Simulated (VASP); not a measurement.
Runs of VASP 6.6.1 on TiB. The structure is that of space group F-43m (No. 216), or close to it. The cells are those of the table. 

```tsv
cell	gap on the mesh (eV)	pressure (GPa)
a = 3.039 Å, angles 60.0°, 2 atoms	none	80.0
a = 2.981 Å, angles 60.0°, 2 atoms	none	(a)
a = 2.951 Å, angles 60.0°, 2 atoms	none	114.4
a = 2.921 Å, angles 60.0°, 2 atoms	none	(b)
a = 3.010 Å, angles 60.0°, 2 atoms	none	90.2
```

Alike in all rows: task single point; level LDA; potentials or basis VASP PAW LDA potentials, release 64 (Ti_sv, B); no spin polarisation; k mesh 12 × 12 × 12; cutoff (eV) 520; smearing fermi-dirac 0.1 eV.

Q: Fill in the values left out.

A: (a) 101.7; (b) 128.4.

A gap of «none» marks levels without a gap at the run's occupations.
